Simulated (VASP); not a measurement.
# Mo3P3H in VASP: further runs

Mo3P3H is run at these levels: PBEsol; tasks: relaxation of the atoms, single point.

All numbers are computed with VASP 6.6.1; they aren't measurements. Logs are shortened: lines on timing, memory, paths and dates and some standing lists are left out, and cuts for length are marked.

**1. The cell of the first run**

The cell holds a slab with vacuum, 7 atoms: a = 3.174 Å, b = 3.206 Å, c = 25.479 Å, α = 90.00°, β = 90.00°, γ = 90.00°.

**2. Relaxation of the atoms, PBEsol**

File INCAR:

```
  PREC = Accurate
  ENCUT = 450
  EDIFF = 1E-7
  ISMEAR = 0
  SIGMA = 0.1
  LREAL = False
  LASPH = True
  NELM = 120
  ALGO = Normal
  ISIF = 2
  LWAVE = False
  LCHARG = False
  LDIPOL = True
  IDIPOL = 3
  DIPOL = 0.5 0.5 0.479
  GGA = PS
  IBRION = 2
  NSW = 90
  EDIFFG = -0.03
  GGA_COMPAT = False
  NELMIN = 4
  NELMDL = -8
```

File KPOINTS:

```
regular mesh
0
Gamma
  9 9 1
```

File POSCAR:

```
Mo3P3H
1.0
    3.1741350964      0.0000000000      0.0000000000
    0.0000000000      3.2062346807      0.0000000000
    0.0000000000      0.0000000000     25.4789215959
Mo P H
3 3 1
Selective dynamics
Direct
    0.0000000000      0.5000000000      0.3336090960  F F F
    0.0000000000      0.0000000000      0.4425886174  F F F
    0.0000000000      0.5000000000      0.5501261368  T T T
    0.5000000000      0.0000000000      0.3699356032  F F F
    0.5000000000      0.5000000000      0.4792943051  T T T
    0.5000000000      0.0000000000      0.5907329556  T T T
    0.5000000000      0.5000000000      0.5875931053  T T T
```

Potentials or basis: VASP PAW PBE potentials, release 64 (Mo_sv, P, H).

Run with:

```bash
$ cat potpaw_PBE.64/Mo_sv/POTCAR potpaw_PBE.64/P/POTCAR potpaw_PBE.64/H/POTCAR > POTCAR
$ mpirun -np 1 vasp_std > vasp.out
```

OUTCAR:

```text
PREC = Accurate
   ENCUT = 450
   EDIFF = 1E-7
   ISMEAR = 0
   LREAL = False
   LASPH = True
   NELM = 120
   ISIF = 2
   GGA = PS
   IBRION = 2
   NSW = 90
   EDIFFG = -0.03
   NELMIN = 4
   NELMDL = -8

 ion  position               nearest neighbor table
   1  0.000  0.500  0.334-   4 2.44   4 2.44   4 2.44   4 2.44   2 3.21   2 3.21
   2  0.000  0.000  0.443-   4 2.44   4 2.44   5 2.44   5 2.44   5 2.44   5 2.44   3 3.17   3 3.17
                             1 3.21   1 3.21
   3  0.000  0.500  0.550-   7 1.85   7 1.85   5 2.40   5 2.40   6 2.48   6 2.48   6 2.48   6 2.48
                             2 3.17   2 3.17
   4  0.500  0.000  0.370-   2 2.44   2 2.44   1 2.44   1 2.44   1 2.44   1 2.44
   5  0.500  0.500  0.479-   3 2.40   3 2.40   2 2.44   2 2.44   2 2.44   2 2.44
   6  0.500  0.000  0.591-   7 1.61   7 1.61   3 2.48   3 2.48   3 2.48   3 2.48
   7  0.500  0.500  0.588-   6 1.61   6 1.61   3 1.85   3 1.85

  LATTYP: Found a simple orthorhombic cell.
 ALAT       =     3.1741350964
 B/A-ratio  =     1.0101128601
 C/A-ratio  =     8.0270438473

  Lattice vectors:

 A1 = (   3.1741350964,   0.0000000000,   0.0000000000)
 A2 = (   0.0000000000,   3.2062346807,   0.0000000000)
 A3 = (   0.0000000000,   0.0000000000,  25.4789215959)

Analysis of symmetry for initial positions (statically):
=====================================================================
 Subroutine PRICEL returns:
 Original cell was already a primitive cell.

 Routine SETGRP: Setting up the symmetry group for a
 simple orthorhombic supercell.

 Subroutine GETGRP returns: Found  4 space group operations
 (whereof  4 operations were pure point group operations)
 out of a pool of  8 trial point group operations.

The static configuration has the point symmetry C_2v.

Analysis of symmetry for dynamics (positions and initial velocities):
=====================================================================
 Subroutine PRICEL returns:
 Original cell was already a primitive cell.

 Routine SETGRP: Setting up the symmetry group for a
 simple orthorhombic supercell.

 Subroutine GETGRP returns: Found  4 space group operations
 (whereof  4 operations were pure point group operations)
 out of a pool of  8 trial point group operations.

The dynamic configuration has the point symmetry C_2v.

Analysis of constrained symmetry for selective dynamics:
=====================================================================
[... 172 lines left out ...]

  FORCE on cell =-STRESS in cart. coord.  units (eV):
  Direction    XX          YY          ZZ          XY          YZ          ZX
  --------------------------------------------------------------------------------------
  -------------------------------------------------------------------------------------
  Total        0.2163189      1.1694451      0.9337600      0.0000000      0.0000000      0.0000000
  in kB        1.3366056      7.2258452      5.7695787      0.0000000      0.0000000      0.0000000
  external PRESSURE =       4.7773432 kB  Pullay stress =       0.0000000 kB
[... 104 lines left out ...]
  FREE ENERGIE OF THE ION-ELECTRON SYSTEM (eV)
  ---------------------------------------------------
  free  energy   TOTEN  =       -55.7671431002 eV

  energy  without entropy=      -55.7393362312  energy(sigma->0) =      -55.75323967

 dipolmoment           0.000000      0.000000      0.000689 electrons x Angstroem

[... ionic steps 4 to 31 ...]

--------------------------------------- Ionic step       32  -------------------------------------------

 number of electron      58.0000006 magnetization

------------------------ aborting loop because EDIFF is reached ----------------------------------------
[... 38 lines left out ...]
 number of electron      58.0000006 magnetization

------------------------ aborting loop because EDIFF is reached ----------------------------------------

 vacuum level on the upper side and lower side of the slab       (xc-potential included)        -0.136        -0.024

  FORCE on cell =-STRESS in cart. coord.  units (eV):
  Direction    XX          YY          ZZ          XY          YZ          ZX
  --------------------------------------------------------------------------------------
  -------------------------------------------------------------------------------------
  Total       -2.3216816     -5.3928608     -2.6203099      0.0000000      0.0000000      0.0000000
  in kB      -14.3453610    -33.3217682    -16.1905457      0.0000000      0.0000000      0.0000000
  external PRESSURE =     -21.2858916 kB  Pullay stress =       0.0000000 kB
[... 28 lines left out ...]
--------------------------------------- Ionic step       34  -------------------------------------------

 number of electron      58.0000007 magnetization

 dipolmoment           0.000000      0.000000     -0.007239 electrons x Angstroem

 Free energy of the ion-electron system (eV)
  ---------------------------------------------------
  ext. energy  EPLUGINS =         0.00000000
  ---------------------------------------------------
  free energy    TOTEN  =       -56.18889748 eV

  energy without entropy =      -56.15975401  energy(sigma->0) =      -56.17432574

 E-fermi :   1.0617     XC(G=0):  -5.0624

 val. band max:        1.0326225789   @ k =   0.3333   0.3333   0.0000
 cond. band min:       1.0739834187   @ k =   0.4444   0.1111   0.0000
 fundamental gap:      0.0413608397
 Fermi energy:         1.0617494381

 k-point     1 :       0.0000    0.0000    0.0000
  band No.  band energies     occupation
      1     -60.0363      2.00000
      2     -59.9842      2.00000
      3     -59.6127      2.00000
      4     -34.3145      2.00000
      5     -34.1634      2.00000
      6     -34.1190      2.00000
[... 877 lines left out ...]
     33       2.9927      0.00000
     34       3.4047      0.00000

 [... further k-points ...]

------------------------ aborting loop because EDIFF is reached ----------------------------------------

 vacuum level on the upper side and lower side of the slab       (xc-potential included)        -0.075         0.024

  FORCE on cell =-STRESS in cart. coord.  units (eV):
  Direction    XX          YY          ZZ          XY          YZ          ZX
  --------------------------------------------------------------------------------------
  -------------------------------------------------------------------------------------
  Total       -2.2840079     -5.3732223     -2.5580133      0.0000000      0.0000000      0.0000000
  in kB      -14.1125802    -33.2004244    -15.8056232      0.0000000      0.0000000      0.0000000
  external PRESSURE =     -21.0395426 kB  Pullay stress =       0.0000000 kB
[... 22 lines left out ...]
  FREE ENERGIE OF THE ION-ELECTRON SYSTEM (eV)
  ---------------------------------------------------
  free  energy   TOTEN  =       -56.1888974753 eV

  energy  without entropy=      -56.1597540089  energy(sigma->0) =      -56.17432574

 reached required accuracy - stopping structural energy minimisation

 vacuum level on the upper side and lower side of the slab         5.396         5.493
```

Run time: 52 min. Hardware: 1 thread of AMD EPYC 9R45 (Zen 5), shared host; peak memory 0.4 GiB.

What came out:

| Item | Value |
| --- | --- |
| Free energy | -56.1889 eV |
| Energy gained by relaxing | 85.9 meV/atom |
| Ionic steps | 34 |
| Band gap on the k mesh | zero (bands 29 and 30 overlap by 0.96 eV) |

The path:
```csv
step,energy change (eV),largest force on free atoms (eV/Å),pressure (GPa)
1,0.0000,1.4368,0.48
2,-0.1560,0.6070,0.09
3,-0.1794,0.6350,-0.05
4,-0.1797,0.5613,-0.04
5,-0.1966,0.3446,-0.29
6,-0.1966,0.3163,-0.28
7,-0.2055,0.2674,-0.40
8,-0.2250,0.2186,-0.77
9,-0.2343,0.2736,-1.47
10,-0.2440,0.3166,-1.66
11,-0.2501,0.7860,-1.99
12,-0.2533,0.8295,-2.02
13,-0.2642,0.9544,-2.11
14,-0.2912,1.1762,-2.30
15,-0.3578,1.4618,-2.68
16,-0.4480,1.3434,-3.44
17,-0.4862,0.8807,-3.64
18,-0.4882,0.7484,-3.69
19,-0.5086,0.6803,-3.60
20,-0.5496,0.4714,-3.31
21,-0.5301,0.7241,-2.65
22,-0.5591,0.3255,-3.10
23,-0.5694,0.2441,-2.99
24,-0.5886,0.2729,-2.63
25,-0.5699,0.6111,-1.87
26,-0.5914,0.2960,-2.45
27,-0.5959,0.2078,-2.25
28,-0.5964,0.1460,-2.30
29,-0.5989,0.0924,-2.25
30,-0.5989,0.0989,-2.24
31,-0.6005,0.0459,-2.18
32,-0.6010,0.0345,-2.13
33,-0.6010,0.0337,-2.13
34,-0.6011,0.0183,-2.10
```

Final structure:
```yaml
crystal:
  lattice:
    - [3.17414, 0.00000, 0.00000]
    - [0.00000, 3.20623, 0.00000]
    - [0.00000, 0.00000, 25.47892]
  atoms:
    - { symbol: Mo, position: [0.00000, 0.50000, 0.33361] }
    - { symbol: Mo, position: [0.00000, 0.00000, 0.44259] }
    - { symbol: Mo, position: [0.00000, 0.50000, 0.55057] }
    - { symbol: P, position: [0.50000, 0.00000, 0.36994] }
    - { symbol: P, position: [0.50000, 0.50000, 0.47953] }
    - { symbol: P, position: [0.50000, 0.00000, 0.59287] }
    - { symbol: H, position: [0.50000, 0.50000, 0.62078] }
```

Levels at points of the mesh, in eV from the Fermi level:
| k point | band 26 | band 27 | band 28 | band 29 | band 30 | band 31 | band 32 | band 33 |
| --- | --- | --- | --- | --- | --- | --- | --- | --- |
| (0.00, 0.00, 0.00) | -1.33 | -0.72 | -0.28 | -0.16 | 0.34 | 0.61 | 0.88 | 1.45 |

Caveat: the PAW data sets were made with another functional, which shifts forces and pressure a little.

**3. Single point, PBEsol**

File INCAR:

```
SYSTEM = Mo3P3H
ALGO = Normal
DIPOL = 0.5 0.5 0.488
EDIFF = 1E-6
ENCUT = 400
GGA = PS
GGA_COMPAT = .FALSE.
IDIPOL = 3
ISIF = 2
ISMEAR = 0
LASPH = .TRUE.
LCHARG = .FALSE.
LDIPOL = .TRUE.
LREAL = .FALSE.
LWAVE = .FALSE.
NBANDS = 38
NELM = 120
NELMDL = -8
PREC = Accurate
SIGMA = 0.1
```

File KPOINTS:

```
k-points
0
G
  9 9 1
  0 0 0
```

File POSCAR:

```
Mo3P3H
1.0
    3.1741350969      0.0000000000      0.0000000000
    0.0000000000      3.2062346803      0.0000000000
    0.0000000000      0.0000000000     25.4789215952
Mo P H
3 3 1
Direct
    0.0000000000      0.5000000000      0.3336090960
    0.0000000000      0.0000000000      0.4425886174
    0.0000000000      0.5000000000      0.5501261364
    0.5000000000      0.0000000000      0.3699356032
    0.5000000000      0.5000000000      0.4792943049
    0.5000000000      0.0000000000      0.5907329554
    0.5000000000      0.0000000000      0.6469692626
```

Potentials or basis: VASP PAW PBE potentials, release 64 (Mo_sv, P, H).

Run with:

```bash
$ cat potpaw_PBE.64/Mo_sv/POTCAR potpaw_PBE.64/P/POTCAR potpaw_PBE.64/H/POTCAR > POTCAR
$ mpirun -np 1 vasp_std > vasp.out
```

OUTCAR:

```text
SYSTEM = Mo3P3H
   EDIFF = 1E-6
   ENCUT = 400
   GGA = PS
   ISIF = 2
   ISMEAR = 0
   LASPH = .TRUE.
   LREAL = .FALSE.
   NELM = 120
   NELMDL = -8
   PREC = Accurate

 ion  position               nearest neighbor table
   1  0.000  0.500  0.334-   4 2.44   4 2.44   4 2.44   4 2.44   2 3.21   2 3.21
   2  0.000  0.000  0.443-   4 2.44   4 2.44   5 2.44   5 2.44   5 2.44   5 2.44   3 3.17   3 3.17
                             1 3.21   1 3.21
   3  0.000  0.500  0.550-   5 2.40   5 2.40   6 2.48   6 2.48   6 2.48   6 2.48   2 3.17   2 3.17

[... 1205 lines left out ...]
  Total       -3.6955541     -5.9628852     -1.4751845      0.0000000      0.0000000      0.0000000
  in kB      -22.8343364    -36.8438730     -9.1149686      0.0000000      0.0000000      0.0000000
  external PRESSURE =     -22.9310593 kB  Pullay stress =       0.0000000 kB

 VOLUME and BASIS-vectors are now :
 -----------------------------------------------------------------------------
  energy-cutoff  :      400.00
  volume of cell :      259.30
      direct lattice vectors                 reciprocal lattice vectors
     3.174135097  0.000000000  0.000000000     0.315046452  0.000000000  0.000000000
     0.000000000  3.206234680  0.000000000     0.000000000  0.311892328  0.000000000
     0.000000000  0.000000000 25.478921595     0.000000000  0.000000000  0.039248129

 POSITION                                       TOTAL-FORCE (eV/Angst)
 -----------------------------------------------------------------------------------
      0.00000      1.60312      8.50000         0.000000      0.000000      1.970682
      0.00000      0.00000     11.27668         0.000000      0.000000     -0.243973
      0.00000      1.60312     14.01662         0.000000      0.000000     -0.321488
      1.58707      0.00000      9.42556         0.000000      0.000000     -1.735803
      1.58707      1.60312     12.21190         0.000000      0.000000     -0.267288
      1.58707      0.00000     15.05124         0.000000      0.000000      0.598007
      1.58707      0.00000     16.48408         0.000000      0.000000     -0.000139
 -----------------------------------------------------------------------------------
    total drift:                               -0.000000      0.000000      0.000647

  FREE ENERGIE OF THE ION-ELECTRON SYSTEM (eV)
  ---------------------------------------------------
  free  energy   TOTEN  =       -57.4386620936 eV

  energy  without entropy=      -57.4139142692  energy(sigma->0) =      -57.42628818

 vacuum level on the upper side and lower side of the slab         5.013         5.455
```

OSZICAR:

```text
N       E                     dE             d eps       ncg     rms          rms(c)
DAV:   1     0.366871091469E+03    0.36687E+03   -0.30340E+04  2612   0.107E+03
DAV:   2    -0.417919424853E+02   -0.40866E+03   -0.39985E+03  2306   0.306E+02
DAV:   3    -0.607963418525E+02   -0.19004E+02   -0.18355E+02  2360   0.568E+01
[... 29 lines left out ...]
DAV:  33    -0.574386502620E+02   -0.57757E-05   -0.37647E-07  1412   0.210E-03    0.494E-03
DAV:  34    -0.574386556294E+02   -0.53674E-05   -0.41484E-07  1444   0.203E-03    0.176E-03
DAV:  35    -0.574386594270E+02   -0.37976E-05   -0.51972E-07  1478   0.227E-03    0.245E-03
DAV:  36    -0.574386614389E+02   -0.20119E-05   -0.15667E-07  1370   0.112E-03    0.159E-03
DAV:  37    -0.574386620936E+02   -0.65472E-06   -0.34258E-08  1214   0.644E-04
   1 F= -.57438662E+02 E0= -.57426288E+02  d E =-.247478E-01
```

stdout:

```text
POSCAR found type information on POSCAR MoP H
 POSCAR found :  3 types and       7 ions
 scaLAPACK will be used
 -----------------------------------------------------------------------------
|                                                                             |
|                                                                             |
|     You enforced a specific xc type in the INCAR file but a different       |
|     I HOPE YOU KNOW WHAT YOU ARE DOING!                                     |
|                                                                             |
 -----------------------------------------------------------------------------

 LDA part: xc-table for (Slater+PW92), standard interpolation
 POSCAR, INCAR and KPOINTS ok, starting setup
 FFT: planning ... GRIDC
 FFT: planning ... GRID_SOFT
 FFT: planning ... GRID
 WAVECAR not read
 entering main loop
```

Wall time 3.5 min (1 thread of Intel Xeon 6975P-C (Granite Rapids), shared host); peak memory 0.38 GiB.

Results:

```yaml
Free_energy: -57.4387 eV
Largest_force: 1.971 eV/Å
Band_gap_on_the_k_mesh: zero (bands 29 and 30 overlap by 0.94 eV)
```

Forces on the atoms (eV/Å):
```
Mo   0.000  0.000  1.971
Mo   0.000  0.000 -0.244
Mo   0.000  0.000 -0.321
P    0.000  0.000 -1.736
P    0.000  0.000 -0.267
P    0.000  0.000  0.598
H    0.000  0.000  0.000
```

Caveat: the PAW data sets were made with another functional, which shifts forces and pressure a little.

**4. Single point, PBEsol**

File INCAR:

```
SYSTEM = Mo3P3H
  ALGO = Normal
  DIPOL = 0.5 0.5 0.484
  EDIFF = 1E-6
  ENCUT = 400
  GGA = PS
  GGA_COMPAT = .False.
  IDIPOL = 3
  ISIF = 2
  ISMEAR = 0
  LASPH = .True.
  LCHARG = .True.
  LDIPOL = .True.
  LELF = .True.
  LREAL = .False.
  LVACPOTAV = .True.
  LVHAR = .True.
  LWAVE = .False.
  NBANDS = 38
  NELM = 120
  NELMDL = -8
  PREC = Accurate
  SIGMA = 0.1
```

File KPOINTS:

```
k-points
0
Gamma
  9 9 1
  0 0 0
```

POSCAR: that of step 3 with these lines changed.

```diff
@@ -14,2 +14,2 @@
     0.5000000000      0.0000000000      0.5907329554
-    0.5000000000      0.0000000000      0.6469692626
+    0.5000000000      0.5000000000      0.6194320415
```

Run with:

```bash
$ cat potpaw_PBE.64/Mo_sv/POTCAR potpaw_PBE.64/P/POTCAR potpaw_PBE.64/H/POTCAR > POTCAR
$ mpirun -np 1 vasp_std > vasp.out
```

Wall time 3.6 min (1 thread of Intel Xeon 6975P-C (Granite Rapids), shared host); peak memory 0.37 GiB.

Results (log left out):

- Free energy: -56.1791 eV
- Largest force: 1.989 eV/Å
- Band gap on the k mesh: zero (bands 29 and 30 overlap by 0.97 eV)

Forces on the atoms (eV/Å):
```
Mo   0.000  0.000  1.989
Mo   0.000  0.000 -0.304
Mo   0.000  0.000 -0.161
P    0.000  0.000 -1.731
P    0.000  0.000 -0.102
P    0.000  0.000  0.305
H    0.000  0.000  0.004
```

Levels at points of the mesh, in eV from the Fermi level:
```
           k point  band 26  band 27  band 28  band 29  band 30  band 31  band 32  band 33
(0.00, 0.00, 0.00)    -1.37    -0.76    -0.28    -0.20     0.26     0.60     1.01     1.43
```

Caveat: the PAW data sets were made with another functional, which shifts forces and pressure a little.

**5. Overview**

```tsv
task	cell	cutoff (eV)	atoms held fixed (from 0)	gap on the mesh (eV)	largest force (eV/Å)
relaxation of the atoms	atoms relaxed, atomic positions A	450	[0, 1, 3]	none	-
single point	as given, atomic positions B	400	-	none	1.97
single point	as given, atomic positions C	400	-	none	1.99
```

Alike in all rows: level PBEsol; potentials or basis VASP PAW PBE potentials, release 64 (Mo_sv, P, H); no spin polarisation; k mesh 9 × 9 × 1; smearing gaussian 0.1 eV.

Caveats: the PAW data sets were made with another functional, which shifts forces and pressure a little.

Total energies depend on the potentials used, so only differences within one code and one set of settings carry meaning.

The gap in the log of VASP goes by the Fermi energy; the results here count the filled bands.